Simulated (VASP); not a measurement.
# TiSi2 (Fddd) in VASP: settings compared

Aim: see how the results for TiSi2 move with the level of theory and the settings. Levels: PBE, PBEsol. Tasks: single point.

Program: VASP 6.6.1. These are calculated values, not measurements. Logs are shortened: lines on timing, memory, paths and dates and some standing lists are left out, and cuts for length are marked.

### Step 1. The cell of the first run

The structure is orthorhombic, space group Fddd (No. 70). Conventional cell: a = 4.779 Å, b = 8.235 Å, c = 8.867 Å, α = 90.00°, β = 90.00°, γ = 90.00°. Within 3.5 Å of Ti (site symmetry 222) lie 10 Si at 2.62 to 2.78 Å and 4 Ti at 3.25 Å. Si (site symmetry 2) has 9 Si at 2.59 to 3.25 Å and 5 Ti at 2.62 to 2.78 Å within 3.4 Å.

### Step 2. Single point, PBE

Contents of INCAR:

```
SYSTEM = TiSi2
  PREC = Accurate
  ENCUT = 520
  EDIFF = 1E-6
  ISMEAR = -1
  SIGMA = 0.05
  LREAL = .FALSE.
  LASPH = .TRUE.
  NELM = 100
  ALGO = Normal
  ISIF = 2
  LWAVE = .FALSE.
  LCHARG = .FALSE.
  GGA = PE
  NBANDS = 29
```

Contents of KPOINTS:

```
regular mesh
0
G
  6 6 6
  0 0 0
```

Contents of POSCAR:

```
TiSi2
1.0
    0.0000000000      4.1175163063      4.4334137488
    2.3895119538      0.0000000000      4.4334137488
    2.3895119538      4.1175163063      0.0000000000
Ti Si
2 4
Direct
    0.7500000000      0.7500000000      0.7500000000
    0.5000000000      0.5000000000      0.5000000000
    0.4125656100      0.0874343900      0.4125656100
    0.0874343900      0.4125656100      0.0874343900
    0.1625656100      0.8374343900      0.1625656100
    0.8374343900      0.1625656100      0.8374343900
```

Potentials or basis: VASP PAW PBE potentials, release 64 (Ti_sv, Si).

Launch:

```
$ cat potpaw_PBE.64/Ti_sv/POTCAR potpaw_PBE.64/Si/POTCAR > POTCAR
$ mpirun -np 1 vasp_std > vasp.out
```

OUTCAR:

```text
SYSTEM = TiSi2
   PREC = Accurate
   ENCUT = 520
   EDIFF = 1E-6
   ISMEAR = -1
   LREAL = .FALSE.
   LASPH = .TRUE.
   NELM = 100
   ISIF = 2
   GGA = PE

 ion  position               nearest neighbor table
   1  0.750  0.750  0.750-   6 2.62   5 2.62   6 2.62   5 2.62   3 2.74   3 2.74   4 2.74   4 2.74
                             3 2.78   4 2.78
   2  0.500  0.500  0.500-   4 2.62   3 2.62   4 2.62   3 2.62   5 2.74   5 2.74   6 2.74   6 2.74
                             5 2.78   6 2.78
   3  0.413  0.087  0.413-   6 2.59   6 2.59   2 2.62   2 2.62   4 2.68   1 2.74   1 2.74   1 2.78
                             4 2.79   4 2.79
   4  0.087  0.413  0.087-   5 2.59   5 2.59   2 2.62   2 2.62   3 2.68   1 2.74   1 2.74   1 2.78
                             3 2.79   3 2.79
   5  0.163  0.837  0.163-   4 2.59   4 2.59   1 2.62   1 2.62   6 2.68   2 2.74   2 2.74   2 2.78
                             6 2.79   6 2.79
   6  0.837  0.163  0.837-   3 2.59   3 2.59   1 2.62   1 2.62   5 2.68   2 2.74   2 2.74   2 2.78
                             5 2.79   5 2.79

  LATTYP: Found a face centered orthorhombic cell.
 ALAT       =     4.7790239076
 B/A-ratio  =     1.7231620456
 C/A-ratio  =     1.8553637038

  Lattice vectors:

 A1 = (   0.0000000000,   4.1175163063,   4.4334137488)
 A2 = (   2.3895119538,   0.0000000000,   4.4334137488)
 A3 = (   2.3895119538,   4.1175163063,   0.0000000000)

Analysis of symmetry for initial positions (statically):
=====================================================================
 Subroutine PRICEL returns:
 Original cell was already a primitive cell.

 Routine SETGRP: Setting up the symmetry group for a
 face centered orthorhombic supercell.

 Subroutine GETGRP returns: Found  8 space group operations
 (whereof  4 operations were pure point group operations)
 out of a pool of  8 trial point group operations.

The static configuration has the point symmetry D_2 .
 The point group associated with its full space group is D_2h.

Analysis of symmetry for dynamics (positions and initial velocities):
=====================================================================
 Subroutine PRICEL returns:
 Original cell was already a primitive cell.

 Routine SETGRP: Setting up the symmetry group for a
 face centered orthorhombic supercell.

 Subroutine GETGRP returns: Found  8 space group operations
 (whereof  4 operations were pure point group operations)
 out of a pool of  8 trial point group operations.

The dynamic configuration has the point symmetry D_2 .
 The point group associated with its full space group is D_2h.

 Subroutine INISYM returns: Found  8 space group operations
 (whereof  4 operations are pure point group operations),
 and found     1 'primitive' translations

----------------------------------------------------------------------------------------

                                     Primitive cell

  volume of cell :      87.2394

  direct lattice vectors                    reciprocal lattice vectors
     0.000000000  4.117516306  4.433413749    -0.209247750  0.121432427  0.112779909
     2.389511954  0.000000000  4.433413749     0.209247750 -0.121432427  0.112779909
     2.389511954  4.117516306  0.000000000     0.209247750  0.121432427 -0.112779909

  length of vectors
     6.050545265  5.036360278  4.760641544     0.266926513  0.266926513  0.266926513

  position of ions in fractional coordinates (direct lattice)
     0.750000000  0.750000000  0.750000000
     0.500000000  0.500000000  0.500000000
     0.412565610  0.087434390  0.412565610
     0.087434390  0.412565610  0.087434390
     0.162565610  0.837434390  0.162565610
     0.837434390  0.162565610  0.837434390

  ion indices of the primitive-cell ions
   primitive index   ion index
                 1           1
                 2           2
                 3           3
                 4           4
                 5           5
                 6           6

----------------------------------------------------------------------------------------

 KPOINTS: regular mesh

Automatic generation of k-mesh.
 Grid dimensions read from file:
 generate k-points for:    6    6    6

 Generating k-lattice:

  Cartesian coordinates                     Fractional coordinates (reciprocal lattice)
    -0.034874625  0.020238738  0.018796652     0.166666667  0.000000000  0.000000000
     0.034874625 -0.020238738  0.018796652    -0.000000000  0.166666667 -0.000000000
     0.034874625  0.020238738 -0.018796652     0.000000000  0.000000000  0.166666667

  Length of vectors
     0.044487752  0.044487752  0.044487752

  Shift w.r.t. Gamma in fractional coordinates (k-lattice)
     0.000000000  0.000000000  0.000000000

 Subroutine IBZKPT returns following result:
 ===========================================

 Found     46 irreducible k-points:

 Following reciprocal coordinates:
            Coordinates               Weight
  0.000000  0.000000  0.000000      1.000000
  0.166667  0.000000  0.000000      8.000000
  0.333333  0.000000  0.000000      8.000000
  0.500000  0.000000  0.000000      4.000000
  0.166667  0.166667  0.000000      2.000000
  0.333333  0.166667  0.000000      8.000000
[... 16 lines left out ...]
 -0.166667  0.166667  0.166667      8.000000
  0.500000  0.333333  0.166667      4.000000
 [... further k-points ...]
   k-points           NKPTS =     46   k-points in BZ     NKDIM =     46   number of bands    NBANDS=     29
   number of dos      NEDOS =    301   number of ions     NIONS =      6
   total plane-waves  NPLWV =  69120
   dimension x,y,z NGX =    48 NGY =   40 NGZ =   36
   dimension x,y,z NGXF=    96 NGYF=   80 NGZF=   72
   ions per type =               2   4
   NGX,Y,Z   is equivalent  to a cutoff of  13.19, 13.20, 12.57 a.u.
   NGXF,Y,Z  is equivalent  to a cutoff of  26.38, 26.41, 25.14 a.u.
 SYSTEM =  TiSi2
   PREC   = accura    normal or accurate (medium, high low for compatibility)
   ISTART =      0    job   : 0-new  1-cont  2-samecut
   ICHARG =      2    charge: 1-file 2-atom 10-const
   ISPIN  =      1    spin polarized calculation?
   LNONCOLLINEAR =      F non collinear calculations
   LSORBIT =      F    spin-orbit coupling
   LASPH  =      T    aspherical Exc in radial PAW
   ENCUT  =  520.0 eV  38.22 Ry    6.18 a.u.  11.25  9.36  8.85*2*pi/ulx,y,z
   NELM   =    100;   NELMIN=  2; NELMDL= -5     # of ELM steps
   EDIFF  = 0.1E-05   stopping-criterion for ELM
   LREAL  =      F    real-space projection
   EDIFFG = 0.1E-04   stopping-criterion for IOM
   NSW    =      0    number of steps for IOM
   IBRION =     -1    ionic relax: 0-MD 1-quasi-New 2-CG
   NFREE  =      0    steps in history (QN), initial steepest desc. (CG)
   ISIF   =      2    stress and relaxation
   ISYM   =      2    0-nonsym 1-usesym 2-fastsym
   POTIM  = 0.5000    time-step for ionic-motion
   TEBEG  =    0.0;   TEEND  =   0.0 temperature during run
   PSTRESS=    0.0 pullay stress
   NELECT =      40.0000    total number of electrons
   NUPDOWN=      -1.0000    fix difference up-down
   EMIN   =  10.00;   EMAX   =-10.00  energy-range for DOS
   EFERMI =   0.00;   METHOD = LEGACY
   ISMEAR =    -1;   SIGMA  =   0.05  broadening in eV -4-tet -1-fermi 0-gaus
   EFERMI_NEDOS =   21; number of points for ismear=-14 and -15
   IALGO  =     38    algorithm
   IMIX   =      4    mixing-type and parameters
     AMIX     =   0.40;   BMIX     =  1.00
     AMIX_MAG =   1.60;   BMIX_MAG =  1.00
  volume/ion in A,a.u.               =      14.54        98.12
  Fermi-wavevector in a.u.,A,eV,Ry     =   1.262381  2.385555 21.682334  1.593607
  Thomas-Fermi vector in A             =   2.395792
   LORBIT       =      0    0 simple, 1 ext, 2 COOP (PROOUT), +10 PAW based schemes
   GGA     = PE    functional components
   LHFCALC =     F    Hartree Fock is set to
   AEXX    =    0.0000 exact exchange contribution
   IVDW    =     0    specifies the selected vdW correction
   LEPSILON=     F    determine dielectric tensor
   LRPA    =     F    only Hartree local field effects (RPA)
 non-spin polarized calculation
  energy-cutoff  :      520.00
  volume of cell :       87.24
 maximum number of plane-waves:      2368
 NGX is ok and might be reduce to    48
   NGX = 23   NGY = 19   NGZ = 17

 number of electron      40.0000002 magnetization

 Free energy of the ion-electron system (eV)
  ---------------------------------------------------
  ext. energy  EPLUGINS =         0.00000000
  ---------------------------------------------------
  free energy    TOTEN  =       -40.59803054 eV

  energy without entropy =      -40.57713331  energy(sigma->0) =      -40.58758192

 E-fermi :   9.7586     XC(G=0): -11.5665

 val. band max:        9.7573904161   @ k =   0.5000   0.1667   0.1667
 cond. band min:       9.7643105798   @ k =   0.5000   0.3333   0.0000
 fundamental gap:      0.0069201637
 Fermi energy:         9.7585840943

 k-point     1 :       0.0000    0.0000    0.0000
  band No.  band energies     occupation
      1     -46.6684      2.00000
      2     -46.6460      2.00000
      3     -23.0506      2.00000
      4     -23.0019      2.00000
      5     -22.9409      2.00000
      6     -22.9326      2.00000
[... 21 lines left out ...]
     28      13.2647      0.00000
     29      13.3930      0.00000

 k-point     2 :       0.1667    0.0000    0.0000
  band No.  band energies     occupation
      1     -46.6672      2.00000
      2     -46.6471      2.00000
      3     -23.0482      2.00000
      4     -23.0028      2.00000
      5     -22.9502      2.00000
      6     -22.9285      2.00000
[... 21 lines left out ...]
     28      13.5096      0.00000
     29      13.6129      0.00000

 k-point     3 :       0.3333    0.0000    0.0000
  band No.  band energies     occupation
      1     -46.6644      2.00000
      2     -46.6497      2.00000
      3     -23.0439      2.00000
      4     -23.0030      2.00000
      5     -22.9666      2.00000
      6     -22.9241      2.00000
[... 638 lines left out ...]
      5     -22.9430      2.00000
      6     -22.9284      2.00000
[... 21 lines left out ...]
     28      14.0080      0.00000
     29      14.5251      0.00000

 k-point    24 :       0.5000    0.3333    0.1667
  band No.  band energies     occupation
      1     -46.6620      2.00000
      2     -46.6523      2.00000
      3     -23.0362      2.00000
      4     -22.9975      2.00000
      5     -22.9768      2.00000
      6     -22.9396      2.00000
[... 21 lines left out ...]
     28      13.6734      0.00000
     29      14.0813      0.00000

 [... further k-points ...]

------------------------ aborting loop because EDIFF is reached ----------------------------------------

  FORCE on cell =-STRESS in cart. coord.  units (eV):
  Direction    XX          YY          ZZ          XY          YZ          ZX
  --------------------------------------------------------------------------------------
  -------------------------------------------------------------------------------------
  Total       -0.2544183      0.6557033     -6.8858952      0.0000000      0.0000000      0.0000000
  in kB       -4.6724651     12.0421812   -126.4614607      0.0000000      0.0000000      0.0000000
  external PRESSURE =     -39.6972482 kB  Pullay stress =       0.0000000 kB

 VOLUME and BASIS-vectors are now :
 -----------------------------------------------------------------------------
  energy-cutoff  :      520.00
  volume of cell :       87.24
      direct lattice vectors                 reciprocal lattice vectors
     0.000000000  4.117516306  4.433413749    -0.209247750  0.121432427  0.112779909
     2.389511954  0.000000000  4.433413749     0.209247750 -0.121432427  0.112779909
     2.389511954  4.117516306  0.000000000     0.209247750  0.121432427 -0.112779909

 POSITION                                       TOTAL-FORCE (eV/Angst)
 -----------------------------------------------------------------------------------
      3.58427      6.17627      6.65012         0.000000      0.000000      0.000000
      2.38951      4.11752      4.43341         0.000000      0.000000     -0.000000
      1.19476      3.39749      2.21671        -0.000000     -0.012406      0.000000
      1.19476      0.72003      2.21671        -0.000000      0.012406      0.000000
      2.38951      1.33873      4.43341         0.000000     -0.012406      0.000000
      2.38951      6.89630      4.43341         0.000000      0.012406      0.000000
 -----------------------------------------------------------------------------------
    total drift:                               -0.000000     -0.000000     -0.000000

  FREE ENERGIE OF THE ION-ELECTRON SYSTEM (eV)
  ---------------------------------------------------
  free  energy   TOTEN  =       -40.5980305400 eV

  energy  without entropy=      -40.5771333074  energy(sigma->0) =      -40.58758192
```

Wall time 86 s (1 thread of AMD EPYC 9R45 (Zen 5), shared host); peak memory 0.26 GiB.

Results:

| Quantity | Value |
| --- | --- |
| Free energy | -40.5980 eV |
| Pressure | -4.0 GPa |
| Largest force | 0.012 eV/Å |
| Band gap on the k mesh | zero (band 20 reaches 10.30 eV, above the bottom of band 21 at 8.67 eV) |

Forces in eV/Å, atoms in the order of the input:
```
Ti   0.000  0.000  0.000
Ti   0.000  0.000  0.000
Si   0.000 -0.012  0.000
Si   0.000  0.012  0.000
Si   0.000 -0.012  0.000
Si   0.000  0.012  0.000
```

Stress tensor (GPa, compression positive):
```
 -0.47   0.00   0.00
  0.00   1.20   0.00
  0.00   0.00 -12.65
```

Levels at points of the mesh, in eV from the Fermi level:
| k point | band 18 | band 19 | band 20 | band 21 | band 22 | band 23 |
| --- | --- | --- | --- | --- | --- | --- |
| (0.00, 0.00, 0.00) | -1.86 | -1.62 | -1.22 | -0.89 | 1.85 | 2.90 |
| (0.50, 0.00, 0.00) | -0.91 | -0.08 | 0.16 | 0.93 | 1.25 | 1.48 |
| (0.50, 0.50, 0.00) | -1.42 | -0.91 | -0.91 | 0.34 | 0.34 | 3.12 |
| (0.50, 0.00, 0.50) | -2.36 | -0.75 | -0.75 | 1.22 | 1.22 | 2.94 |
| (0.00, 0.50, 0.50) | -1.14 | -0.55 | -0.55 | 0.56 | 0.56 | 2.10 |

### Step 3. Single point, PBEsol

This run uses another cell than the first one, of 13.42 Å³/atom, 0.923 times its volume.

Contents of INCAR:

```
SYSTEM = TiSi2
ALGO = Normal
EDIFF = 1E-6
ENCUT = 520
GGA = PS
ISIF = 2
ISMEAR = -1
LASPH = .TRUE.
LCHARG = .FALSE.
LREAL = .FALSE.
LWAVE = .FALSE.
NBANDS = 29
NELM = 100
PREC = Accurate
SIGMA = 0.05
```

Contents of KPOINTS:

```
k-points
0
G
  6 6 6
  0 0 0
```

POSCAR, as its differences from that of step 2:

```diff
@@ -2,4 +2,4 @@
 1.0
-    0.0000000000      4.1175163063      4.4334137488
-    2.3895119538      0.0000000000      4.4334137488
+    0.0000000000      4.1175163063      4.0923819220
+    2.3895119538      0.0000000000      4.0923819220
     2.3895119538      4.1175163063      0.0000000000
```

Potentials or basis: VASP PAW PBE potentials, release 64 (Ti_sv, Si).

Launch:

```
$ cat potpaw_PBE.64/Ti_sv/POTCAR potpaw_PBE.64/Si/POTCAR > POTCAR
$ mpirun -np 1 vasp_std > vasp.out
```

OUTCAR:

```text
SYSTEM = TiSi2
   EDIFF = 1E-6
   ENCUT = 520
   GGA = PS
   ISIF = 2
   ISMEAR = -1
   LASPH = .TRUE.
   LREAL = .FALSE.
   NELM = 100
   PREC = Accurate

 ion  position               nearest neighbor table
   1  0.750  0.750  0.750-   6 2.48   5 2.48   6 2.48   5 2.48   3 2.74   3 2.74   4 2.74   4 2.74
                             3 2.78   4 2.78
   2  0.500  0.500  0.500-   4 2.48   3 2.48   4 2.48   3 2.48   5 2.74   5 2.74   6 2.74   6 2.74
                             5 2.78   6 2.78
   3  0.413  0.087  0.413-   6 2.45   6 2.45   2 2.48   2 2.48   4 2.68   1 2.74   1 2.74   1 2.78
                             4 2.79   4 2.79   5 3.14   5 3.14   5 3.14   5 3.14
[... 985 lines left out ...]
  Total        1.1320620     -0.5448539      8.9625347      0.0000000      0.0000000      0.0000000
  in kB       22.5232016    -10.8402665    178.3161763      0.0000000      0.0000000      0.0000000
  external PRESSURE =      63.3330371 kB  Pullay stress =       0.0000000 kB

 VOLUME and BASIS-vectors are now :
 -----------------------------------------------------------------------------
  energy-cutoff  :      520.00
  volume of cell :       80.53
      direct lattice vectors                 reciprocal lattice vectors
     0.000000000  4.117516306  4.092381922    -0.209247750  0.121432427  0.122178235
     2.389511954  0.000000000  4.092381922     0.209247750 -0.121432427  0.122178235
     2.389511954  4.117516306  0.000000000     0.209247750  0.121432427 -0.122178235

 POSITION                                       TOTAL-FORCE (eV/Angst)
 -----------------------------------------------------------------------------------
      3.58427      6.17627      6.13857        -0.000000      0.000000     -0.000000
      2.38951      4.11752      4.09238         0.000000      0.000000      0.000000
      1.19476      3.39749      2.04619         0.000000      0.168537      0.000000
      1.19476      0.72003      2.04619         0.000000     -0.168537      0.000000
      2.38951      1.33873      4.09238         0.000000      0.168537      0.000000
      2.38951      6.89630      4.09238         0.000000     -0.168537      0.000000
 -----------------------------------------------------------------------------------
    total drift:                               -0.000000     -0.000000      0.000000

  FREE ENERGIE OF THE ION-ELECTRON SYSTEM (eV)
  ---------------------------------------------------
  free  energy   TOTEN  =       -43.5503862581 eV

  energy  without entropy=      -43.5367312417  energy(sigma->0) =      -43.54355875
```

OSZICAR:

```text
N       E                     dE             d eps       ncg     rms          rms(c)
DAV:   1     0.393021745736E+03    0.39302E+03   -0.18832E+04  2668   0.148E+03
DAV:   2    -0.507936497086E+00   -0.39353E+03   -0.38266E+03  2688   0.435E+02
DAV:   3    -0.437303247569E+02   -0.43222E+02   -0.42410E+02  4463   0.121E+02
DAV:   4    -0.469114798683E+02   -0.31812E+01   -0.31632E+01  3752   0.299E+01
DAV:   5    -0.471039425203E+02   -0.19246E+00   -0.19239E+00  4125   0.629E+00    0.205E+01
DAV:   6    -0.441045449758E+02    0.29994E+01   -0.29285E+01  3759   0.402E+01    0.700E+00
DAV:   7    -0.436359991604E+02    0.46855E+00   -0.50369E+00  3582   0.173E+01    0.573E+00
DAV:   8    -0.435595854368E+02    0.76414E-01   -0.67050E-01  3934   0.657E+00    0.121E+00
DAV:   9    -0.435497499837E+02    0.98355E-02   -0.11719E-01  3622   0.293E+00    0.525E-01
DAV:  10    -0.435505553660E+02   -0.80538E-03   -0.48842E-03  3604   0.511E-01    0.217E-01
DAV:  11    -0.435504822406E+02    0.73125E-04   -0.38366E-03  3953   0.471E-01    0.150E-01
DAV:  12    -0.435503872716E+02    0.94969E-04   -0.85098E-04  3666   0.239E-01    0.139E-02
DAV:  13    -0.435503864875E+02    0.78412E-06   -0.22623E-05  3385   0.428E-02    0.130E-02
DAV:  14    -0.435503862581E+02    0.22934E-06   -0.22110E-06  3148   0.127E-02
   1 F= -.43550386E+02 E0= -.43543559E+02  d E =-.136550E-01
```

Run time: 1.8 min. Hardware: 1 thread of Intel Xeon Platinum 8259CL at 2.50GHz (Skylake/Cascade Lake), shared host; peak memory 0.28 GiB.

What came out:

- Free energy: -43.5504 eV
- Pressure: 6.3 GPa
- Largest force: 0.169 eV/Å
- Band gap on the k mesh: zero (band 20 reaches 11.15 eV, above the bottom of band 21 at 9.42 eV)

Forces in eV/Å, atoms in the order of the input:
```
Ti   0.000  0.000  0.000
Ti   0.000  0.000  0.000
Si   0.000  0.169  0.000
Si   0.000 -0.169  0.000
Si   0.000  0.169  0.000
Si   0.000 -0.169  0.000
```

Stress tensor (GPa, compression positive):
```
 2.25  0.00  0.00
 0.00 -1.08  0.00
 0.00  0.00 17.83
```

Caveat: the PAW data sets were made with another functional, which shifts forces and pressure a little.

[end of part 1 of 2]
